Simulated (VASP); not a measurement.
# Re (P6/mmm) in VASP: a series of runs

Re is run at these levels: PBE; tasks: single point.

Program: VASP 6.6.1. These are calculated values, not measurements. Logs are shortened: lines on timing, memory, paths and dates and some standing lists are left out, and cuts for length are marked.

## Step 1: The cell of the first run

The structure is hexagonal, space group P6/mmm (No. 191). The conventional cell has a = 2.250 Å, b = 2.250 Å, c = 2.051 Å, α = 90.00°, β = 90.00°, γ = 120.00°. Re (site symmetry 6/mmm) has 8 Re at 2.05 to 2.25 Å within 2.7 Å.

This isn't the form of Re at room conditions, which is hcp.

## Step 2: Single point, PBE

The input, INCAR:

```
SYSTEM = Re
ALGO = Normal
EDIFF = 1E-6
ENCUT = 520
GGA = PE
ISIF = 2
ISMEAR = -1
LASPH = .True.
LCHARG = .False.
LREAL = .False.
LWAVE = .False.
NBANDS = 10
NELM = 60
PREC = Accurate
SIGMA = 0.08
```

The input, KPOINTS:

```
k-points
0
Gamma
  16 16 15
  0 0 0
```

The input, POSCAR:

```
Re
1.0
    2.2495298194      0.0000000000      0.0000000000
   -1.1247649097      1.9481499702      0.0000000000
    0.0000000000      0.0000000000      2.0506359892
Re
1
Direct
    0.0000000000      0.0000000000      0.0000000000
```

Potentials or basis: VASP PAW PBE potentials, release 64 (Re).

Command:

```console
$ cat potpaw_PBE.64/Re/POTCAR > POTCAR
$ mpirun -np 1 vasp_std > vasp.out
```

OUTCAR:

```text
SYSTEM = Re
   EDIFF = 1E-6
   ENCUT = 520
   GGA = PE
   ISIF = 2
   ISMEAR = -1
   LASPH = .True.
   LREAL = .False.
   NELM = 60
   PREC = Accurate

 ion  position               nearest neighbor table
   1  0.000  0.000  0.000-

  LATTYP: Found a hexagonal cell.
 ALAT       =     2.2495298194
 C/A-ratio  =     0.9115842660

  Lattice vectors:

 A1 = (   2.2495298194,   0.0000000000,   0.0000000000)
 A2 = (  -1.1247649097,   1.9481499702,   0.0000000000)
 A3 = (   0.0000000000,   0.0000000000,   2.0506359892)

Analysis of symmetry for initial positions (statically):
=====================================================================
 Subroutine PRICEL returns:
 Original cell was already a primitive cell.

 Routine SETGRP: Setting up the symmetry group for a
 hexagonal supercell.

 Subroutine GETGRP returns: Found 24 space group operations
 (whereof 24 operations were pure point group operations)
 out of a pool of 24 trial point group operations.

The static configuration has the point symmetry D_6h.

Analysis of symmetry for dynamics (positions and initial velocities):
=====================================================================
 Subroutine PRICEL returns:
 Original cell was already a primitive cell.

 Routine SETGRP: Setting up the symmetry group for a
 hexagonal supercell.

 Subroutine GETGRP returns: Found 24 space group operations
 (whereof 24 operations were pure point group operations)
 out of a pool of 24 trial point group operations.

The dynamic configuration has the point symmetry D_6h.

 Subroutine INISYM returns: Found 24 space group operations
 (whereof 24 operations are pure point group operations),
 and found     1 'primitive' translations

----------------------------------------------------------------------------------------

                                     Primitive cell

  volume of cell :       8.9868

  direct lattice vectors                    reciprocal lattice vectors
     2.249529819  0.000000000  0.000000000     0.444537339  0.256653752  0.000000000
    -1.124764910  1.948149970  0.000000000     0.000000000  0.513307505  0.000000000
     0.000000000  0.000000000  2.050635989     0.000000000  0.000000000  0.487653589

  length of vectors
     2.249529819  2.249529819  2.050635989     0.513307505  0.513307505  0.487653589

  position of ions in fractional coordinates (direct lattice)
     0.000000000  0.000000000  0.000000000

  ion indices of the primitive-cell ions
   primitive index   ion index
                 1           1

----------------------------------------------------------------------------------------

 KPOINTS: k-points

Automatic generation of k-mesh.
 Grid dimensions read from file:
 generate k-points for:   16   16   15

 Generating k-lattice:

  Cartesian coordinates                     Fractional coordinates (reciprocal lattice)
     0.027783584  0.016040860  0.000000000     0.062500000 -0.000000000  0.000000000
     0.000000000  0.032081719  0.000000000     0.000000000  0.062500000  0.000000000
     0.000000000  0.000000000  0.032510239     0.000000000  0.000000000  0.066666667

  Length of vectors
     0.032081719  0.032081719  0.032510239

  Shift w.r.t. Gamma in fractional coordinates (k-lattice)
     0.000000000  0.000000000  0.000000000

 Subroutine IBZKPT returns following result:
 ===========================================

 Found    240 irreducible k-points:

 Following reciprocal coordinates:
            Coordinates               Weight
  0.000000  0.000000  0.000000      1.000000
  0.062500  0.000000  0.000000      6.000000
  0.125000  0.000000  0.000000      6.000000
  0.187500  0.000000  0.000000      6.000000
  0.250000  0.000000  0.000000      6.000000
  0.312500  0.000000  0.000000      6.000000
[... 16 lines left out ...]
  0.187500  0.187500  0.000000      6.000000
  0.250000  0.187500  0.000000     12.000000
 [... further k-points ...]
   k-points           NKPTS =    240   k-points in BZ     NKDIM =    240   number of bands    NBANDS=     10
   number of dos      NEDOS =    301   number of ions     NIONS =      1
   total plane-waves  NPLWV =   5184
   dimension x,y,z NGX =    18 NGY =   18 NGZ =   16
   dimension x,y,z NGXF=    36 NGYF=   36 NGZF=   32
   ions per type =               1
   NGX,Y,Z   is equivalent  to a cutoff of  13.30, 13.30, 12.97 a.u.
   NGXF,Y,Z  is equivalent  to a cutoff of  26.60, 26.60, 25.94 a.u.
 SYSTEM =  Re
   PREC   = accura    normal or accurate (medium, high low for compatibility)
   ISTART =      0    job   : 0-new  1-cont  2-samecut
   ICHARG =      2    charge: 1-file 2-atom 10-const
   ISPIN  =      1    spin polarized calculation?
   LNONCOLLINEAR =      F non collinear calculations
   LSORBIT =      F    spin-orbit coupling
   LASPH  =      T    aspherical Exc in radial PAW
   ENCUT  =  520.0 eV  38.22 Ry    6.18 a.u.   4.18  4.18  3.81*2*pi/ulx,y,z
   NELM   =     60;   NELMIN=  2; NELMDL= -5     # of ELM steps
   EDIFF  = 0.1E-05   stopping-criterion for ELM
   LREAL  =      F    real-space projection
   EDIFFG = 0.1E-04   stopping-criterion for IOM
   NSW    =      0    number of steps for IOM
   IBRION =     -1    ionic relax: 0-MD 1-quasi-New 2-CG
   NFREE  =      0    steps in history (QN), initial steepest desc. (CG)
   ISIF   =      2    stress and relaxation
   ISYM   =      2    0-nonsym 1-usesym 2-fastsym
   POTIM  = 0.5000    time-step for ionic-motion
   TEBEG  =    0.0;   TEEND  =   0.0 temperature during run
   PSTRESS=    0.0 pullay stress
   NELECT =       7.0000    total number of electrons
   NUPDOWN=      -1.0000    fix difference up-down
   EMIN   =  10.00;   EMAX   =-10.00  energy-range for DOS
   EFERMI =   0.00;   METHOD = LEGACY
   ISMEAR =    -1;   SIGMA  =   0.08  broadening in eV -4-tet -1-fermi 0-gaus
   EFERMI_NEDOS =   21; number of points for ismear=-14 and -15
   IALGO  =     38    algorithm
   IMIX   =      4    mixing-type and parameters
     AMIX     =   0.40;   BMIX     =  1.00
     AMIX_MAG =   1.60;   BMIX_MAG =  1.00
  volume/ion in A,a.u.               =       8.99        60.65
  Fermi-wavevector in a.u.,A,eV,Ry     =   1.506283  2.846462 30.870106  2.268889
  Thomas-Fermi vector in A             =   2.617021
   LORBIT       =      0    0 simple, 1 ext, 2 COOP (PROOUT), +10 PAW based schemes
   GGA     = PE    functional components
   LHFCALC =     F    Hartree Fock is set to
   AEXX    =    0.0000 exact exchange contribution
   IVDW    =     0    specifies the selected vdW correction
   LEPSILON=     F    determine dielectric tensor
   LRPA    =     F    only Hartree local field effects (RPA)
 non-spin polarized calculation
  energy-cutoff  :      520.00
  volume of cell :        8.99
 maximum number of plane-waves:       253
 NGX is ok and might be reduce to    18
   NGX =  9   NGY =  9   NGZ =  7

 number of electron       7.0000000 magnetization

 Free energy of the ion-electron system (eV)
  ---------------------------------------------------
  ext. energy  EPLUGINS =         0.00000000
  ---------------------------------------------------
  free energy    TOTEN  =        -3.30873009 eV

  energy without entropy =       -3.29824885  energy(sigma->0) =       -3.30348947

 E-fermi :  16.4298     XC(G=0): -16.4953

 val. band max:       16.4175668287   @ k =   0.2500   0.1875   0.2000
 cond. band min:      16.4830647785   @ k =   0.2500   0.0625   0.2667
 fundamental gap:      0.0654979497
 Fermi energy:        16.4297935835

 k-point     1 :       0.0000    0.0000    0.0000
  band No.  band energies     occupation
      1       2.6598      2.00000
      2       4.8158      2.00000
      3      11.5545      2.00000
      4      11.5545      2.00000
      5      25.2007      0.00000
      6      25.2007      0.00000
      7      29.4505      0.00000
      8      39.1001      0.00000
      9      46.2102      0.00000
     10      46.2183      0.00000

 k-point     2 :       0.0625    0.0000    0.0000
  band No.  band energies     occupation
      1       3.0278      2.00000
      2       4.9546      2.00000
      3      11.1779      2.00000
      4      11.8860      2.00000
      5      24.6270      0.00000
      6      25.1155      0.00000
      7      30.2902      0.00000
      8      39.8653      0.00000
      9      44.4723      0.00000
     10      45.7512      0.00000

 k-point     3 :       0.1250    0.0000    0.0000
  band No.  band energies     occupation
      1       3.9454      2.00000
      2       5.3949      2.00000
      3      10.3680      2.00000
      4      12.8632      2.00000
      5      23.2326      0.00000
      6      24.8776      0.00000
      7      32.5573      0.00000
      8      41.5351      0.00000
      9      41.7588      0.00000
     10      44.5839      0.00000

 k-point     4 :       0.1875    0.0000    0.0000
  band No.  band energies     occupation
      1       4.8721      2.00000
      2       5.9770      2.00000
      3      10.0416      2.00000
      4      14.4351      2.00000
      5      21.5460      0.00000
      6      24.5343      0.00000
      7      35.6786      0.00000
      8      38.7426      0.00000
      9      43.0927      0.00000
     10      43.9275      0.00000

 k-point     5 :       0.2500    0.0000    0.0000
  band No.  band energies     occupation
      1       5.2964      2.00000
      2       6.1109      2.00000
      3      11.3001      2.00000
      4      16.5166      0.50532
      5      19.9073      0.00000
      6      24.1470      0.00000
      7      35.9393      0.00000
      8      39.5474      0.00000
      9      41.4604      0.00000
     10      45.3569      0.00000

 k-point     6 :       0.3125    0.0000    0.0000
  band No.  band energies     occupation
      1       4.7348      2.00000
      2       6.6354      2.00000
      3      13.5482      2.00000
      4      18.5010      0.00000
      5      18.9793      0.00000
      6      23.7768      0.00000
      7      34.1676      0.00000
      8      39.6955      0.00000
      9      42.1603      0.00000
     10      45.8124      0.00000
[... 183 lines left out ...]
 k-point    21 :       0.3750    0.1250    0.0000
  band No.  band energies     occupation
      1       5.1459      2.00000
      2       7.8609      2.00000
      3      15.5706      1.99996
      4      17.0597      0.00076
      5      22.2138      0.00000
      6      24.9374      0.00000
      7      32.6246      0.00000
      8      33.8650      0.00000
      9      40.9524      0.00000
     10      46.3389      0.00000

 k-point    22 :       0.4375    0.1250    0.0000
  band No.  band energies     occupation
      1       4.9914      2.00000
      2       8.0208      2.00000
      3      16.2799      1.73374
      4      16.8709      0.00803
      5      22.1122      0.00000
      6      25.7404      0.00000
      7      31.8419      0.00000
      8      33.6053      0.00000
      9      40.7933      0.00000
     10      46.3374      0.00000

 k-point    23 :       0.1875    0.1875    0.0000
  band No.  band energies     occupation
      1       6.7495      2.00000
      2       7.9399      2.00000
      3       9.4430      2.00000
      4      18.7473      0.00000
      5      20.8842      0.00000
      6      22.7382      0.00000
      7      34.8440      0.00000
      8      36.1408      0.00000
      9      45.5124      0.00000
     10      46.2985      0.00000

 k-point    24 :       0.2500    0.1875    0.0000
  band No.  band energies     occupation
      1       7.3373      2.00000
      2       7.5040      2.00000
      3      11.2381      2.00000
      4      18.0421      0.00000
      5      21.9843      0.00000
      6      23.2639      0.00000
      7      33.5887      0.00000
      8      34.5173      0.00000
      9      42.6844      0.00000
     10      46.4457      0.00000

 [... further k-points ...]

------------------------ aborting loop because EDIFF is reached ----------------------------------------

  FORCE on cell =-STRESS in cart. coord.  units (eV):
  Direction    XX          YY          ZZ          XY          YZ          ZX
  --------------------------------------------------------------------------------------
  -------------------------------------------------------------------------------------
  Total       34.3046997     34.3046997     30.0117613     -0.0000000      0.0000000      0.0000000
  in kB     6115.9156720   6115.9156722   5350.5613730     -0.0000000      0.0000000      0.0000000
  external PRESSURE =    5860.7975724 kB  Pullay stress =       0.0000000 kB

 VOLUME and BASIS-vectors are now :
 -----------------------------------------------------------------------------
  energy-cutoff  :      520.00
  volume of cell :        8.99
      direct lattice vectors                 reciprocal lattice vectors
     2.249529819  0.000000000  0.000000000     0.444537339  0.256653752  0.000000000
    -1.124764910  1.948149970  0.000000000     0.000000000  0.513307505  0.000000000
     0.000000000  0.000000000  2.050635989     0.000000000  0.000000000  0.487653589

 POSITION                                       TOTAL-FORCE (eV/Angst)
 -----------------------------------------------------------------------------------
      0.00000      0.00000      0.00000         0.000000      0.000000      0.000000
 -----------------------------------------------------------------------------------
    total drift:                                0.000000      0.000000      0.000000

  FREE ENERGIE OF THE ION-ELECTRON SYSTEM (eV)
  ---------------------------------------------------
  free  energy   TOTEN  =        -3.3087300882 eV

  energy  without entropy=       -3.2982488457  energy(sigma->0) =       -3.30348947
```

Run time: 36 s. Hardware: 1 thread of Intel Xeon 8259CL, shared host; peak memory 0.14 GiB.

Results:

```yaml
Free_energy: -3.3087 eV
Pressure: 586.1 GPa
Band_gap_on_the_k_mesh: zero (an odd number of electrons rules out a gap without spin polarisation)
```

Stress tensor (GPa, compression positive):
```
611.59   0.00   0.00
  0.00 611.59   0.00
  0.00   0.00 535.06
```

Caveat: atoms lie so close that the PAW spheres overlap strongly, which falsifies energies and pressures; the stress differs along the axes, from 535 to 612 GPa; spin-orbit coupling is left out, which moves the levels of the heavy elements.

## Step 3: Single point, PBE (8.99 Å³/atom)

The input, INCAR:

```
ALGO     = Normal         # electronic algorithm
EDIFF    = 1E-6           # SCF threshold, eV
ENCUT    = 520            # plane-wave cutoff, eV
GGA      = PE             # functional
ISIF     = 2              # what is computed and relaxed
ISMEAR   = -1             # smearing method
LASPH    = True           # aspherical terms in the spheres
LCHARG   = False          # write CHGCAR
LREAL    = False          # projectors in reciprocal space
LWAVE    = False          # write WAVECAR
NBANDS   = 10             # bands
NELM     = 60             # most SCF steps
PREC     = Accurate       # precision mode
SIGMA    = 0.08           # smearing width, eV
```

The input, KPOINTS:

```
k-points
0
Gamma
  16 16 15
```

POSCAR is that of step 2.

Potentials or basis: VASP PAW PBE potentials, release 64 (Re).

Command:

```console
$ cat potpaw_PBE.64/Re/POTCAR > POTCAR
$ mpirun -np 1 vasp_std > vasp.out
```

Run time: 35 s. Hardware: 1 thread of Intel Xeon 8259CL, shared host; peak memory 0.14 GiB.

The run converged. Its results:

| Item | Value |
| --- | --- |
| Free energy | -3.3087 eV |
| Pressure | 586.1 GPa |
| Band gap on the k mesh | zero (an odd number of electrons rules out a gap without spin polarisation) |

Stress tensor (GPa, compression positive):
```
611.59   0.00   0.00
  0.00 611.59   0.00
  0.00   0.00 535.06
```

Levels at points of the mesh, in eV from the Fermi level:
| k point | band 1 | band 2 | band 3 | band 4 | band 5 | band 6 | band 7 |
| --- | --- | --- | --- | --- | --- | --- | --- |
| (0.00, 0.00, 0.00) | -13.77 | -11.61 | -4.88 | -4.88 | 8.77 | 8.77 | 13.02 |
| (0.50, 0.00, 0.00) | -13.00 | -8.54 | 0.11 | 1.41 | 6.78 | 8.61 | 17.85 |

Caveat: atoms lie so close that the PAW spheres overlap strongly, which falsifies energies and pressures; the stress differs along the axes, from 535 to 612 GPa; spin-orbit coupling is left out, which moves the levels of the heavy elements.

The gap in the log of VASP goes by the Fermi energy; the results here count the filled bands.